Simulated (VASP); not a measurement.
# Se (P3_221) in VASP: single point with r2SCAN

Aim: the single point of Se with r2SCAN.

Program: VASP 6.6.1. These are calculated values, not measurements. Logs are shortened: lines on timing, memory, paths and dates and some standing lists are left out, and cuts for length are marked.

## 1. The cell of the first run

The structure is trigonal, space group P3_221 (No. 154). Conventional cell: a = 4.505 Å, b = 4.505 Å, c = 4.992 Å, α = 90.00°, β = 90.00°, γ = 120.00°. Se (site symmetry 2) has 2 Se at 2.37 Å within 3.1 Å.

## 2. Single point, r2SCAN

Input file POSCAR:

```
Se
1.0
    4.5054229388      0.0000000000      0.0000000000
   -2.2527114694      3.9018107198      0.0000000000
    0.0000000000      0.0000000000      4.9916121875
Se
3
Direct
    0.2170835956      0.0000000000      0.1666666667
    0.0000000000      0.2170835956      0.8333333333
    0.7829164044      0.7829164044      0.5000000000
```

Input file INCAR.step1:

```
SYSTEM = Se
PREC = Accurate
ENCUT = 520
ISMEAR = 0
SIGMA = 0.02
LREAL = .False.
LASPH = .True.
NELM = 100
NBANDS = 16
GGA = PE
ALGO = Normal
EDIFF = 1E-4
LWAVE = .True.
LCHARG = .False.
```

Input file INCAR.step2:

```
SYSTEM = Se
PREC = Accurate
ENCUT = 520
EDIFF = 1E-6
ISMEAR = 0
SIGMA = 0.02
LREAL = .False.
LASPH = .True.
NELM = 100
ALGO = Normal
ISIF = 2
LWAVE = .False.
LCHARG = .False.
METAGGA = R2SCAN
LMIXTAU = .True.
NBANDS = 16
ISTART = 1
```

Input file KPOINTS:

```
regular mesh
0
Gamma
  9 9 6
  0 0 0
```

Potentials or basis: VASP PAW PBE potentials, release 64 (Se).

Started as:

```bash
cat potpaw_PBE.64/Se/POTCAR > POTCAR
cp INCAR.step1 INCAR
mpirun -np 1 vasp_std > vasp.out
cp INCAR.step2 INCAR
mpirun -np 1 vasp_std > vasp.out
```

OUTCAR:

```text
SYSTEM = Se
   PREC = Accurate
   ENCUT = 520
   EDIFF = 1E-6
   ISMEAR = 0
   LREAL = .False.
   LASPH = .True.
   NELM = 100
   ISIF = 2
   METAGGA = R2SCAN
   ISTART = 1

 ion  position               nearest neighbor table
   1  0.217  0.000  0.167-   3 2.37   2 2.37
   2  0.000  0.217  0.833-   3 2.37   1 2.37
   3  0.783  0.783  0.500-   1 2.37   2 2.37

  LATTYP: Found a hexagonal cell.
 ALAT       =     4.5054229388
 C/A-ratio  =     1.1079120108

  Lattice vectors:

 A1 = (   4.5054229388,   0.0000000000,   0.0000000000)
 A2 = (  -2.2527114694,   3.9018107198,   0.0000000000)
 A3 = (   0.0000000000,   0.0000000000,   4.9916121875)

Analysis of symmetry for initial positions (statically):
=====================================================================
 Subroutine PRICEL returns:
 Original cell was already a primitive cell.

 Routine SETGRP: Setting up the symmetry group for a
 hexagonal supercell.

 Subroutine GETGRP returns: Found  6 space group operations
 (whereof  2 operations were pure point group operations)
 out of a pool of 24 trial point group operations.

The static configuration has the point symmetry C_2 .
 The point group associated with its full space group is D_3 .

Analysis of symmetry for dynamics (positions and initial velocities):
=====================================================================
 Subroutine PRICEL returns:
 Original cell was already a primitive cell.

 Routine SETGRP: Setting up the symmetry group for a
 hexagonal supercell.

 Subroutine GETGRP returns: Found  6 space group operations
 (whereof  2 operations were pure point group operations)
 out of a pool of 24 trial point group operations.

The dynamic configuration has the point symmetry C_2 .
 The point group associated with its full space group is D_3 .

 Subroutine INISYM returns: Found  6 space group operations
 (whereof  2 operations are pure point group operations),
 and found     1 'primitive' translations

----------------------------------------------------------------------------------------

                                     Primitive cell

  volume of cell :      87.7491

  direct lattice vectors                    reciprocal lattice vectors
     4.505422939  0.000000000  0.000000000     0.221954745  0.128145632  0.000000000
    -2.252711469  3.901810720  0.000000000     0.000000000  0.256291264  0.000000000
     0.000000000  0.000000000  4.991612188     0.000000000  0.000000000  0.200336076

  length of vectors
     4.505422939  4.505422939  4.991612188     0.256291264  0.256291264  0.200336076

[... 85 lines left out ...]
   NSW    =      0    number of steps for IOM
   IBRION =     -1    ionic relax: 0-MD 1-quasi-New 2-CG
   NFREE  =      0    steps in history (QN), initial steepest desc. (CG)
   ISIF   =      2    stress and relaxation
   ISYM   =      2    0-nonsym 1-usesym 2-fastsym
   POTIM  = 0.5000    time-step for ionic-motion
   TEBEG  =    0.0;   TEEND  =   0.0 temperature during run
   PSTRESS=    0.0 pullay stress
   NELECT =      18.0000    total number of electrons
   NUPDOWN=      -1.0000    fix difference up-down
   EMIN   =  10.00;   EMAX   =-10.00  energy-range for DOS
   EFERMI =   0.00;   METHOD = LEGACY
   ISMEAR =     0;   SIGMA  =   0.02  broadening in eV -4-tet -1-fermi 0-gaus
   EFERMI_NEDOS =   21; number of points for ismear=-14 and -15
   IALGO  =     38    algorithm
   IMIX   =      4    mixing-type and parameters
     AMIX     =   0.40;   BMIX     =  1.00
     AMIX_MAG =   1.60;   BMIX_MAG =  1.00
  volume/ion in A,a.u.               =      29.25       197.39
  Fermi-wavevector in a.u.,A,eV,Ry     =   0.965498  1.824527 12.683171  0.932187
  Thomas-Fermi vector in A             =   2.095220
   LORBIT       =      0    0 simple, 1 ext, 2 COOP (PROOUT), +10 PAW based schemes
   METAGGA = R2SCAN    functional components
   LHFCALC =     F    Hartree Fock is set to
   AEXX    =    0.0000 exact exchange contribution
   IVDW    =     0    specifies the selected vdW correction
   LEPSILON=     F    determine dielectric tensor
   LRPA    =     F    only Hartree local field effects (RPA)
 non-spin polarized calculation
 Gauss-broadening in eV      SIGMA  =   0.02
  energy-cutoff  :      520.00
  volume of cell :       87.75
 maximum number of plane-waves:      2401
 NGX is ok and might be reduce to    36
   NGX = 17   NGY = 17   NGZ = 19

 number of electron      18.0000000 magnetization

 Free energy of the ion-electron system (eV)
  ---------------------------------------------------
  ext. energy  EPLUGINS =         0.00000000
  ---------------------------------------------------
  free energy    TOTEN  =       -42.92823077 eV

  energy without entropy =      -42.92823077  energy(sigma->0) =      -42.92823077

 E-fermi :   1.8841     XC(G=0):  -8.9181

 val. band max:        1.7277415780   @ k =   0.4444   0.1111   0.5000
 cond. band min:       3.0580253649   @ k =   0.3333   0.3333   0.5000
 fundamental gap:      1.3302837869
 Fermi energy:         1.8840770776

 k-point     1 :       0.0000    0.0000    0.0000
  band No.  band energies     occupation
      1     -14.4917      2.00000
      2     -10.2904      2.00000
      3     -10.2904      2.00000
      4      -2.2408      2.00000
      5      -2.2408      2.00000
      6      -1.9132      2.00000
[... 433 lines left out ...]
      3      -9.5118      2.00000
      4      -3.1706      2.00000
      5      -2.8685      2.00000
      6      -1.5563      2.00000
[... 8 lines left out ...]
     15      10.0395      0.00000
     16      11.0749      0.00000

 [... further k-points ...]

------------------------ aborting loop because EDIFF is reached ----------------------------------------

  FORCE on cell =-STRESS in cart. coord.  units (eV):
  Direction    XX          YY          ZZ          XY          YZ          ZX
  --------------------------------------------------------------------------------------
  -------------------------------------------------------------------------------------
  Total       -0.0064970     -0.0064970     -0.0233039     -0.0000000      0.0000000      0.0000000
  in kB       -0.1186267     -0.1186267     -0.4254972     -0.0000000      0.0000000      0.0000000
  external PRESSURE =      -0.2209168 kB  Pullay stress =       0.0000000 kB

 VOLUME and BASIS-vectors are now :
 -----------------------------------------------------------------------------
  energy-cutoff  :      520.00
  volume of cell :       87.75
      direct lattice vectors                 reciprocal lattice vectors
     4.505422939  0.000000000  0.000000000     0.221954745  0.128145632  0.000000000
    -2.252711469  3.901810720  0.000000000     0.000000000  0.256291264  0.000000000
     0.000000000  0.000000000  4.991612188     0.000000000  0.000000000  0.200336076

 POSITION                                       TOTAL-FORCE (eV/Angst)
 -----------------------------------------------------------------------------------
      0.97805      0.00000      0.83194         0.002610     -0.000000     -0.000000
     -0.48903      0.84702      4.15968        -0.001305      0.002260      0.000000
      1.76368      3.05479      2.49581        -0.001305     -0.002260      0.000000
 -----------------------------------------------------------------------------------
    total drift:                                0.000000      0.000001     -0.000000

  FREE ENERGIE OF THE ION-ELECTRON SYSTEM (eV)
  ---------------------------------------------------
  free  energy   TOTEN  =       -42.9282307656 eV

  energy  without entropy=      -42.9282307656  energy(sigma->0) =      -42.92823077
```

OSZICAR.step1:

```text
N       E                     dE             d eps       ncg     rms          rms(c)
DAV:   1     0.809019612814E+02    0.80902E+02   -0.71180E+03  1984   0.926E+02
DAV:   2    -0.523238208457E+01   -0.86134E+02   -0.82262E+02  2664   0.152E+02
DAV:   3    -0.105442413819E+02   -0.53119E+01   -0.52940E+01  2408   0.430E+01
DAV:   4    -0.105836476284E+02   -0.39406E-01   -0.39398E-01  2648   0.439E+00
DAV:   5    -0.105839444322E+02   -0.29680E-03   -0.29680E-03  2408   0.377E-01    0.678E+00
DAV:   6    -0.105199136470E+02    0.64031E-01   -0.37432E-02  2456   0.120E+00    0.419E+00
DAV:   7    -0.104974632836E+02    0.22450E-01   -0.77052E-02  2400   0.169E+00    0.205E-01
DAV:   8    -0.104968738908E+02    0.58939E-03   -0.88248E-03  2256   0.568E-01    0.100E-01
DAV:   9    -0.104970006364E+02   -0.12675E-03   -0.29268E-04  2784   0.110E-01    0.331E-02
DAV:  10    -0.104970521616E+02   -0.51525E-04   -0.54889E-05  1728   0.503E-02
   1 F= -.10497052E+02 E0= -.10497052E+02  d E =-.228843E-17
```

Run time: 4.8 min. Hardware: 1 thread of Intel Xeon Platinum 8488C (Sapphire Rapids), shared host; peak memory 0.26 GiB.

Results:

| Quantity | Value |
| --- | --- |
| Free energy | -42.9282 eV |
| Pressure | 0.0 GPa |
| Band gap on the k mesh | 1.33 eV (least direct gap 1.58 eV) |

Forces on the atoms (eV/Å):
```
Se   0.003  0.000  0.000
Se  -0.001  0.002  0.000
Se  -0.001 -0.002  0.000
```

Caveat: the PAW data sets were made with another functional, which shifts forces and pressure a little; an odd mesh through Γ misses points on the zone boundary, where band edges can lie. r2SCAN opens gaps a little over a GGA but as a rule still falls short of measured ones.
